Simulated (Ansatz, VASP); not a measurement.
## One calculation of Al2Cu, two programs

```
Cu Al
1.0
    -3.03350    3.03350    2.43850
     3.03350   -3.03350    2.43850
     3.03350    3.03350   -2.43850
Cu Al
2 4
Direct
  0.25000 0.25000 0.00000
  0.75000 0.75000 0.00000
  0.34190 0.15810 0.50000
  0.84190 0.34190 0.18380
  0.65810 0.84190 0.50000
  0.15810 0.65810 0.81620
```

Alike in both runs: functional LDA; k mesh 7 × 7 × 7; occupations fermi-dirac, width 0.05 eV; no spin polarisation.

```csv
,VASP,Ansatz
version,VASP 6.6.1,Ansatz 0.2.0
potentials or method,"VASP PAW LDA potentials, release 64 (Cu, Al), cutoff 520 eV","all-electron LAPW, scalar-relativistic"
task,single point,band structure
```

|  | VASP | Ansatz | Ansatz less VASP |
| --- | --- | --- | --- |
| gap on the k mesh at the Fermi level (eV) | none | none | - |
| pressure (GPa) | -6.1 | -6.4 | -0.27 |
| traceless stress, the component that is largest in VASP (GPa) | 0.11 | 0.12 | +0.006 |
| rms of the force components (eV/Å) | 0.046 | 0.048 | +0.0020 |

LDA's correlation is that of Perdew and Zunger in VASP and of Perdew and Wang (1992) in Ansatz. Atom by atom the forces differ by 0.002 eV/Å (rms over components). A gap of «none» marks a metal or a gap that the smearing closes. Ansatz ran all-electron here, and VASP with PAW potentials.
